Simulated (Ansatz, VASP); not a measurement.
Two plane-wave programs on Al4Cl

```
CELL_PARAMETERS angstrom
5.08050 0.00000 0.00000
0.00000 5.08050 0.00000
0.00000 0.00000 5.08050
ATOMIC_POSITIONS crystal
Al 0.50000 0.50000 0.50000
Al 0.00000 0.50000 0.50000
Al 0.50000 0.00000 0.50000
Al 0.50000 0.50000 0.00000
Cl 0.00000 0.00000 0.00000
```

Change from the starting cell: species swapped into the Mn4N type (Pm-3m, No. 221).

Alike in both runs: functional PBE; k mesh 8 × 8 × 8; occupations gaussian, width 0.1 eV; no spin polarisation.

Ansatz relaxed the structure, and its values are those at the end. VASP's run is a single point on that final structure, the one shown.

|  | VASP | Ansatz |
| --- | --- | --- |
| version | VASP 6.6.1 | Ansatz 0.2.0 |
| potentials or method | VASP PAW PBE potentials, release 64 (Al, Cl), cutoff 520 eV | scalar-relativistic, plane waves, PAW |
| valence electrons in the cell | 19 | 19 |

```tsv
	VASP	Ansatz	Ansatz less VASP
gap on the k mesh at the Fermi level (eV)	none	none	-
pressure (GPa)	0.0	0.0	+0.02
```

A gap of «none» marks a metal or a gap that the smearing closes.
